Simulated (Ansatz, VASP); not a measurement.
# Two plane-wave programs on Mg

```
Mg
1.0
     3.16593    0.00000    0.00000
    -1.58296    2.74177    0.00000
     0.00000    0.00000    5.13988
Mg
2
Direct
  0.66667 0.33333 0.75000
  0.33333 0.66667 0.25000
```

Alike in both runs: task single point; functional b88 exchange, pbe correlation; k mesh 10 × 10 × 5; occupations fermi-dirac, width 0.05 eV; no spin polarisation.

|  | VASP | Ansatz |
| --- | --- | --- |
| version | VASP 6.6.1 | Ansatz 0.2.0 |
| potentials or method | VASP PAW PBE potentials, release 64 (Mg) | Ansatz PAW |
| plane-wave cutoff (eV) | 600 | 420 |
| valence electrons in the cell | 4 | 20 |

Ansatz gave:

| Property | Result |
| --- | --- |
| gap on the k mesh at the Fermi level (eV) | none |
| pressure (GPa) | 1.6 |
| traceless stress, the component that is largest in VASP (GPa) | 0.72 |

Estimate VASP's values.

gap on the k mesh at the Fermi level (eV): none; pressure (GPa): 1.4; traceless stress, the component that is largest in VASP (GPa): 0.72.

VASP's potentials were made for PBE, not for b88 exchange, pbe correlation. A gap of «none» marks a metal or a gap that the smearing closes. With one functional, cell and mesh, what is left measures potentials, basis and numerics. VASP's potentials hold 4 valence electrons a cell and Ansatz's 20, so a difference there can come from the potentials and not from the codes.
